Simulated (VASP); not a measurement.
The system is I.

```
I
1.0
     0.00000    2.36560    3.90984
     2.19225    0.00000    3.90984
     2.19225    2.36560    0.00000
I
1
Direct
  0.00000 0.00000 0.00000
```

* Program: VASP 6.6.1
* Task: relaxation of cell and atoms
* Functional: PBEsol
* Potentials or basis: VASP PAW PBE potentials, release 64 (I)
* Cutoff: 600 eV
* k mesh: 9 × 9 × 9
* Occupations: fermi-dirac, width 0.05 eV
* Spin: no spin polarisation

At the start: pressure -1.4 GPa; volume 40.55 Å³/atom.

Task: How do energy, volume and symmetry change on relaxing?

Result: Over 9 steps the energy falls by 10.8 meV/atom and the volume is 37.49 Å³/atom (-7.6 %); space group Fmmm (No. 69, to 0.05 Å).

Step by step:
| step | energy change (eV) | largest force (eV/Å) | pressure (GPa) | volume (Å³) |
| --- | --- | --- | --- | --- |
| 1 | 0.0000 | 0.0000 | -1.41 | 40.55 |
| 2 | -0.0070 | 0.0000 | 0.54 | 38.49 |
| 3 | -0.0086 | 0.0000 | -0.11 | 39.09 |
| 4 | -0.0090 | 0.0000 | -0.06 | 38.91 |
| 5 | -0.0100 | 0.0000 | -0.05 | 38.37 |
| 6 | -0.0107 | 0.0000 | 0.03 | 37.31 |
| 7 | -0.0108 | 0.0000 | -0.08 | 37.55 |
| 8 | -0.0108 | 0.0000 | 0.07 | 37.43 |
| 9 | -0.0108 | 0.0000 | 0.00 | 37.49 |

Final structure:
```
CELL_PARAMETERS angstrom
0.00000 2.32903 3.74003
2.15191 0.00000 3.74003
2.15191 2.32903 0.00000
ATOMIC_POSITIONS crystal
I 0.00000 0.00000 0.00000
```

Caveat: the PAW data sets were made with another functional, which shifts forces and pressure a little; an odd number of electrons without spin polarisation forces a metal; a magnetic or distorted state may lie lower.
